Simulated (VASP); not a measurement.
# GaAs (I4/mmm) in VASP: notebook

GaAs is run at these levels: PBEsol, PBE; tasks: vibrations by perturbation theory, elastic constants.

All numbers are computed with VASP 6.6.1; they aren't measurements. Logs are shortened: lines on timing, memory, paths and dates and some standing lists are left out, and cuts for length are marked.

## 1. The cell of the first run

Symmetry: I4/mmm, No. 139, tetragonal system. The conventional cell has a = 3.762 Å, b = 3.762 Å, c = 6.052 Å, α = 90.00°, β = 90.00°, γ = 90.00°. Within 3.5 Å of Ga (site symmetry 4/mmm) lie 6 As at 2.66 to 3.03 Å. Within 3.5 Å of As (site symmetry 4/mmm) lie 6 Ga at 2.66 to 3.03 Å.

## 2. Vibrations by perturbation theory, PBEsol

INCAR

```
SYSTEM = GaAs
ALGO     = Normal         ! electronic algorithm
EDIFF    = 1E-8           ! SCF threshold, eV
ENCUT    = 520            ! plane-wave cutoff, eV
GGA      = PS             ! functional
IBRION   = 8              ! ionic algorithm
ISIF     = 2              ! what is computed and relaxed
ISMEAR   = -1             ! smearing method
LASPH    = .True.         ! aspherical terms in the spheres
LCHARG   = .False.        ! write CHGCAR
LREAL    = .False.        ! projectors in reciprocal space
LWAVE    = .False.        ! write WAVECAR
NBANDS   = 16             ! bands
NELM     = 60             ! most SCF steps
NSW      = 1              ! ionic steps
PREC     = Accurate       ! precision mode
SIGMA    = 0.05           ! smearing width, eV
```

KPOINTS

```
k-points
0
Gamma
  10 10 10
  0 0 0
```

POSCAR

```
GaAs
1.0
   -1.8807739600      1.8807739600      3.0258508800
    1.8807739600     -1.8807739600      3.0258508800
    1.8807739600      1.8807739600     -3.0258508800
Ga As
1 1
Direct
    0.0000000000      0.0000000000      0.0000000000
    0.5000000000      0.5000000000      0.0000000000
```

Potentials or basis: VASP PAW PBE potentials, release 64 (Ga_d, As).

The run is started by

```
$ cat potpaw_PBE.64/Ga_d/POTCAR potpaw_PBE.64/As/POTCAR > POTCAR
$ mpirun -np 1 vasp_std > vasp.out
```

OUTCAR:

```text
SYSTEM = GaAs
   EDIFF = 1E-8
   ENCUT = 520
   GGA = PS
   IBRION = 8
   ISIF = 2
   ISMEAR = -1
   LASPH = .True.
   LREAL = .False.
   NELM = 60
   NSW = 1
   PREC = Accurate

 ion  position               nearest neighbor table
   1  0.000  0.000  0.000-   2 2.66   2 2.66   2 2.66   2 2.66
   2  0.500  0.500  0.000-   1 2.66   1 2.66   1 2.66   1 2.66

  LATTYP: Found a body centered tetragonal cell.
 ALAT       =     3.7615479200
 C/A-ratio  =     1.6088328233

  Lattice vectors:

 A1 = (  -1.8807739600,   1.8807739600,   3.0258508800)
 A2 = (   1.8807739600,  -1.8807739600,   3.0258508800)
 A3 = (   1.8807739600,   1.8807739600,  -3.0258508800)

Analysis of symmetry for initial positions (statically):
=====================================================================
 Subroutine PRICEL returns:
 Original cell was already a primitive cell.

 Routine SETGRP: Setting up the symmetry group for a
 body centered tetragonal supercell.

 Subroutine GETGRP returns: Found 16 space group operations
 (whereof 16 operations were pure point group operations)
 out of a pool of 16 trial point group operations.

The static configuration has the point symmetry D_4h.

Analysis of symmetry for dynamics (positions and initial velocities):
=====================================================================
 Subroutine PRICEL returns:
 Original cell was already a primitive cell.

 Routine SETGRP: Setting up the symmetry group for a
 body centered tetragonal supercell.

 Subroutine GETGRP returns: Found 16 space group operations
 (whereof 16 operations were pure point group operations)
 out of a pool of 16 trial point group operations.

The dynamic configuration has the point symmetry D_4h.

 Subroutine INISYM returns: Found 16 space group operations
 (whereof 16 operations are pure point group operations),
 and found     1 'primitive' translations

----------------------------------------------------------------------------------------

                                     Primitive cell

  volume of cell :      42.8135

  direct lattice vectors                    reciprocal lattice vectors
    -1.880773960  1.880773960  3.025850880     0.000000000  0.265848002  0.165242776
     1.880773960 -1.880773960  3.025850880     0.265848002  0.000000000  0.165242776
     1.880773960  1.880773960 -3.025850880     0.265848002  0.265848002  0.000000000

  length of vectors
     4.028696430  4.028696430  4.028696430     0.313018107  0.313018107  0.375965850

  position of ions in fractional coordinates (direct lattice)
     0.000000000  0.000000000  0.000000000
     0.500000000  0.500000000  0.000000000

  ion indices of the primitive-cell ions
   primitive index   ion index
                 1           1
                 2           2

----------------------------------------------------------------------------------------

 KPOINTS: k-points

Automatic generation of k-mesh.
 Grid dimensions read from file:
 generate k-points for:   10   10   10

 Generating k-lattice:

  Cartesian coordinates                     Fractional coordinates (reciprocal lattice)
     0.000000000  0.026584800  0.016524278     0.100000000  0.000000000  0.000000000
     0.026584800  0.000000000  0.016524278     0.000000000  0.100000000  0.000000000
     0.026584800  0.026584800  0.000000000     0.000000000  0.000000000  0.100000000

[... 76 lines left out ...]
     AMIX_MAG =   1.60;   BMIX_MAG =  1.00
  volume/ion in A,a.u.               =      21.41       144.46
  Fermi-wavevector in a.u.,A,eV,Ry     =   1.226419  2.317595 20.464561  1.504103
  Thomas-Fermi vector in A             =   2.361420
   LORBIT       =      0    0 simple, 1 ext, 2 COOP (PROOUT), +10 PAW based schemes
   GGA     = PS    functional components
   LHFCALC =     F    Hartree Fock is set to
   AEXX    =    0.0000 exact exchange contribution
   IVDW    =     0    specifies the selected vdW correction
   LEPSILON=     F    determine dielectric tensor
   LRPA    =     F    only Hartree local field effects (RPA)
 non-spin polarized calculation
  energy-cutoff  :      520.00
  volume of cell :       42.81
 maximum number of plane-waves:      1175
 NGX is ok and might be reduce to    30
   NGX = 15   NGY = 15   NGZ = 15

--------------------------------------- Ionic step        1  -------------------------------------------

 number of electron      18.0000010 magnetization

 Free energy of the ion-electron system (eV)
  ---------------------------------------------------
  ext. energy  EPLUGINS =         0.00000000
  ---------------------------------------------------
  free energy    TOTEN  =        -8.34173088 eV

  energy without entropy =       -8.33339315  energy(sigma->0) =       -8.33756201

 E-fermi :   4.2006     XC(G=0): -10.3119

 val. band max:        4.1739283086   @ k =  -0.4000   0.4000   0.4000
 cond. band min:       4.2131998989   @ k =   0.2000   0.1000   0.1000
 fundamental gap:      0.0392715903
 Fermi energy:         4.2006062950

 k-point     1 :       0.0000    0.0000    0.0000
  band No.  band energies     occupation
      1     -10.4957      2.00000
      2     -10.4508      2.00000
      3     -10.4429      2.00000
      4     -10.4403      2.00000
      5     -10.4403      2.00000
      6      -8.2875      2.00000
[... 433 lines left out ...]
      3     -10.4464      2.00000
      4     -10.4284      2.00000
      5     -10.4009      2.00000
      6      -5.6428      2.00000
[... 8 lines left out ...]
     15      15.2025      0.00000
     16      17.0665      0.00000

 [... further k-points ...]

------------------------ aborting loop because EDIFF is reached ----------------------------------------

  FORCE on cell =-STRESS in cart. coord.  units (eV):
  Direction    XX          YY          ZZ          XY          YZ          ZX
  --------------------------------------------------------------------------------------
  -------------------------------------------------------------------------------------
  Total       -1.2551450     -1.2551450     -2.6199888      0.0000000      0.0000000      0.0000000
  in kB      -46.9703472    -46.9703472    -98.0458668      0.0000000      0.0000000      0.0000000
  external PRESSURE =     -63.9955204 kB  Pullay stress =       0.0000000 kB

 VOLUME and BASIS-vectors are now :
 -----------------------------------------------------------------------------
  energy-cutoff  :      520.00
  volume of cell :       42.81
      direct lattice vectors                 reciprocal lattice vectors
    -1.880773960  1.880773960  3.025850880     0.000000000  0.265848002  0.165242776
     1.880773960 -1.880773960  3.025850880     0.265848002  0.000000000  0.165242776
     1.880773960  1.880773960 -3.025850880     0.265848002  0.265848002  0.000000000

 POSITION                                       TOTAL-FORCE (eV/Angst)
 -----------------------------------------------------------------------------------
      0.00000      0.00000      0.00000         0.000000      0.000000     -0.000000
      0.00000      0.00000      3.02585        -0.000000     -0.000000      0.000000
 -----------------------------------------------------------------------------------
    total drift:                               -0.000000      0.000000      0.000000

  FREE ENERGIE OF THE ION-ELECTRON SYSTEM (eV)
  ---------------------------------------------------
  free  energy   TOTEN  =        -8.3417308791 eV

  energy  without entropy=       -8.3333931507  energy(sigma->0) =       -8.33756201

[... ionic steps 2 to 3 ...]

--------------------------------------- Ionic step        4  -------------------------------------------

------------------------ aborting loop because EDIFF is reached ----------------------------------------
[... 11 lines left out ...]
[... ionic steps 8 to 8 ...]

--------------------------------------- Ionic step        9  -------------------------------------------

 Free energy of the ion-electron system (eV)
  ---------------------------------------------------
  ---------------------------------------------------
  free energy    TOTEN  =        -0.04245289 eV

  energy without entropy =       -0.04245289

------------------------ aborting loop because EDIFF is reached ----------------------------------------

 INTERNAL STRAIN TENSOR  FOR ION    2  DIRECTION 3   (eV/Angst):
 -----------------------------------------------------------------------------
     0.00051  0.00000  0.00000
     0.00000  0.00051  0.00000
     0.00000  0.00000 -0.00255

 INTERNAL STRAIN TENSOR FOR ION    2 for displacements in x,y,z  (eV/Angst):
          X           Y           Z          XY          YZ          ZX
  --------------------------------------------------------------------------------
  x     0.00000     0.00000     0.00000     0.00000     0.00000     0.00000
  y     0.00000     0.00000     0.00000     0.00000     0.00000     0.00000
  z     0.00000     0.00000     0.00000     0.00000     0.00000     0.00000

 SECOND DERIVATIVES (NOT SYMMETRIZED)
 ------------------------------------
               1X          1Y          1Z          2X          2Y          2Z
  1X    -2.232560    0.000000    0.000000    2.232560    0.000000    0.000000
  1Y     0.000000   -2.232560    0.000000    0.000000    2.232560    0.000000
  1Z     0.000000    0.000000    2.207716    0.000000   -0.000000   -2.207716
  2X     2.198806    0.000000    0.000000   -2.198806    0.000000    0.000000
  2Y     0.000000    2.198806    0.000000    0.000000   -2.198806    0.000000
  2Z     0.000000   -0.000000   -2.215334    0.000000    0.000000    2.215334

 Eigenvectors and eigenvalues of the dynamical matrix
 ----------------------------------------------------

   1 f  =    3.872809 THz    24.333578 2PiTHz  129.183012 cm-1    16.016645 meV
             X         Y         Z           dx          dy          dz
      0.000000  0.000000  0.000000     0.722339    0.000000   -0.000000
      0.000000  0.000000  3.025851    -0.691539   -0.000000    0.000000
[... 21 lines left out ...]
   6 f/i=    3.868498 THz    24.306488 2PiTHz  129.039195 cm-1    15.998814 meV
             X         Y         Z           dx          dy          dz
      0.000000  0.000000  0.000000     0.000000    0.000000    0.719105
      0.000000  0.000000  3.025851     0.000000    0.000000   -0.694902

--------------------------------------------------------------------------------------------------------

 ELASTIC MODULI CONTR FROM IONIC RELAXATION (kBar)
 Direction    XX          YY          ZZ          XY          YZ          ZX
 --------------------------------------------------------------------------------
 XX           0.0000      0.0000      0.0000      0.0000      0.0000      0.0000
 YY           0.0000      0.0000      0.0000      0.0000      0.0000      0.0000
 ZZ           0.0000      0.0000      0.0000      0.0000      0.0000      0.0000
 XY           0.0000      0.0000      0.0000      0.0000      0.0000      0.0000
 YZ           0.0000      0.0000      0.0000      0.0000      0.0000      0.0000
 ZX           0.0000      0.0000      0.0000      0.0000      0.0000      0.0000
 --------------------------------------------------------------------------------
```

It took 13 min on 1 thread of Intel Xeon Platinum 8259CL at 2.50GHz (Skylake/Cascade Lake), shared host; peak memory 0.51 GiB.

What came out:

| Property | Result |
| --- | --- |
| Highest phonon frequency at Γ, LO-TO splitting left out | 129 cm⁻¹ |
| Most unstable mode | 129i cm⁻¹ |

Phonon frequencies in cm⁻¹ (negative: imaginary):
| q point | frequencies |
| --- | --- |
| (0.000, 0.000, 0.000) | -129 0 0 0 129 129 |

Caveat: the cell stands under pressure or tension, which shifts response properties; some modes are imaginary; the PAW data sets were made with another functional, which shifts forces and pressure a little.

## 3. Elastic constants, PBE

INCAR

```
  PREC = Accurate
  ENCUT = 600
  EDIFF = 1E-8
  ISMEAR = -1
  SIGMA = 0.05
  LREAL = F
  LASPH = T
  NELM = 100
  ALGO = Normal
  ISIF = 3
  LWAVE = F
  LCHARG = F
  GGA = PE
  NBANDS = 16
  IBRION = 6
  NFREE = 2
  POTIM = 0.015
  NSW = 1
```

KPOINTS

```
regular mesh
0
Gamma
  8 8 8
```

POSCAR is that of step 2.

Potentials or basis: VASP PAW PBE potentials, release 64 (Ga_d, As).

The run is started by

```
$ cat potpaw_PBE.64/Ga_d/POTCAR potpaw_PBE.64/As/POTCAR > POTCAR
$ mpirun -np 1 vasp_std > vasp.out
```

Run time: 16 min. Hardware: 1 thread of Intel Xeon Platinum 8259CL at 2.50GHz (Skylake/Cascade Lake), shared host; peak memory 0.36 GiB.

The run converged. Its results:

| Property | Result |
| --- | --- |
| Voigt bulk modulus | 54 GPa |
| Highest phonon frequency at Γ, LO-TO splitting left out | 151 cm⁻¹ |
| Most unstable mode | 113i cm⁻¹ |

Phonon frequencies in cm⁻¹ (negative: imaginary):
| q point | frequencies |
| --- | --- |
| (0.000, 0.000, 0.000) | -113 0 0 0 151 151 |

Elastic tensor in Voigt notation (GPa, in the Cartesian axes of the cell as first typed):
```
120  65  21   0   0   0
 65 120  21   0   0   0
 21  21  36   0   0   0
  0   0   0   9   0   0
  0   0   0   0   9   0
  0   0   0   0   0  75
```

Clamped-ion elastic tensor (GPa):
```
120  65  21   0   0   0
 65 120  21   0   0   0
 21  21  36   0   0   0
  0   0   0   9   0   0
  0   0   0   0   9   0
  0   0   0   0   0  75
```

Caveat: the cell is under stress, which shifts elastic constants; some modes are imaginary.
